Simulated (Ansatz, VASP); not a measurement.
# KMgF3: VASP beside Ansatz

Contents of INCAR:

```
SYSTEM = KMgF3
ALGO = Normal
EDIFF = 1E-6
ENCUT = 520
GGA = PE
ISIF = 2
ISMEAR = 0
LASPH = .TRUE.
LCHARG = .TRUE.
LELF = .TRUE.
LREAL = .FALSE.
LVHAR = .TRUE.
LWAVE = .FALSE.
NBANDS = 24
NELM = 100
PREC = Accurate
SIGMA = 0.05
```

KPOINTS

```
k-points
0
G
  6 6 6
  0 0 0
```

Contents of POSCAR:

```
KMgF3
1.0
    3.6670280000      0.0000000000      0.0000000000
    0.0000000000      3.6670280000      0.0000000000
    0.0000000000      0.0000000000      4.1453360000
K Mg F
1 1 3
Direct
    0.5000000000      0.5000000000      0.5000000000
    0.0000000000      0.0000000000      0.0000000000
    0.5000000000      0.0000000000      0.0000000000
    0.0000000000      0.5000000000      0.0000000000
    0.0000000000      0.0000000000      0.5000000000
```

Input for Ansatz:

```yaml
crystal:
  lattice:
    - [3.667028, 0.0, 0.0]
    - [0.0, 3.667028, 0.0]
    - [0.0, 0.0, 4.145336]
  atoms:
    - { symbol: K, position: [0.5, 0.5, 0.5] }
    - { symbol: Mg, position: [0.0, 0.0, 0.0] }
    - { symbol: F, position: [0.5, 0.0, 0.0] }
    - { symbol: F, position: [0.0, 0.5, 0.0] }
    - { symbol: F, position: [0.0, 0.0, 0.5] }
basis:
  ecutwfc: 420
kpoints:
  mp_grid: { grid: [6, 6, 6] }
hamiltonian:
  xc: pbe
scf:
  occupations: { method: gaussian, width: 0.05 }
output:
  forces: true
  stress: true
  eigenvalues: true
```

Change from the starting cell: strain -0.080 along x and y, +0.040 along z, atoms carried along.

Alike in both runs: task single point; functional PBE; k mesh 6 × 6 × 6; occupations gaussian, width 0.05 eV; no spin polarisation.

|  | VASP | Ansatz |
| --- | --- | --- |
| version | VASP 6.6.1 | Ansatz 0.2.0 |
| potentials or method | VASP PAW PBE potentials, release 64 (K_sv, Mg, F), cutoff 520 eV | scalar-relativistic, plane waves, PAW |
| valence electrons in the cell | 32 | 40 |

Ansatz gave:

| Property | Result |
| --- | --- |
| gap on the k mesh at the Fermi level (eV) | 8.18 |
| least direct gap on the mesh (eV) | 8.60 |
| pressure (GPa) | 20.1 |
| traceless stress, the component that is largest in VASP (GPa) | -13.22 |

Task: Estimate VASP's values.

Result: gap on the k mesh at the Fermi level (eV): 8.15; least direct gap on the mesh (eV): 8.57; pressure (GPa): 19.9; traceless stress, the component that is largest in VASP (GPa): -13.38.

VASP's potentials hold 32 valence electrons a cell and Ansatz's 40, so a difference there can come from the potentials and not from the codes.
